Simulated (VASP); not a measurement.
Write the native input for VASP 6.6.1 that does the following.

- Task: single point
- Functional: PBE
- Dispersion: D3(BJ)
- Potentials or basis: VASP PAW PBE potentials, release 64 (F)
- Cutoff: 520 eV
- k mesh: 8 × 8 × 4
- Occupations: gaussian, width 0.05 eV
- Spin: no spin polarisation
- Dipole correction: no
- Further INCAR settings: ALGO = Normal; EDIFF = 1e-06; NBANDS = 22

The structure of F lies in POSCAR:

```
F
1.0
    2.7275771167     -1.7336339579      0.2878492166
    2.7275771167      1.7336339579      0.2878492166
   -0.8091229560      0.0000000000      6.5300711906
F
4
Direct
    0.9138648456      0.5855481450      0.0939279973
    0.4144518550      0.0861351544      0.4060720027
    0.0861351544      0.4144518550      0.9060720027
    0.5855481450      0.9138648456      0.5939279973
```

These files were run (other wordings do the same):

INCAR

```
PREC     = Accurate       # precision mode
ENCUT    = 520            # plane-wave cutoff, eV
EDIFF    = 1E-6           # SCF threshold, eV
ISMEAR   = 0              # smearing method
SIGMA    = 0.05           # smearing width, eV
LREAL    = F              # projectors in reciprocal space
LASPH    = T              # aspherical terms in the spheres
NELM     = 60             # most SCF steps
ALGO     = Normal         # electronic algorithm
ISIF     = 2              # what is computed and relaxed
LWAVE    = F              # write WAVECAR
LCHARG   = F              # write CHGCAR
GGA      = PE             # functional
IVDW     = 12             # dispersion correction
NBANDS   = 22             # bands
```

KPOINTS

```
regular mesh
0
Gamma
  8 8 4
```

Potentials or basis: VASP PAW PBE potentials, release 64 (F).

Launch:

```console
$ cat potpaw_PBE.64/F/POTCAR > POTCAR
$ mpirun -np 1 vasp_std > vasp.out
```

Results of the run:

- Pressure: 5.3 GPa
- Largest force: 2.243 eV/Å
- Band gap on the k mesh: 3.46 eV
- Dispersion energy per atom: -0.030 eV

Caveat: the stress differs along the axes, from -0 to 13 GPa; forces of over 1 eV/Å act on the atoms, so gaps and moduli don't describe the material at rest.

It took 30 s on 1 thread of AMD EPYC 9R45 96-Core Processor (Zen 5), with other jobs on the host, peak memory 0.19 GiB.
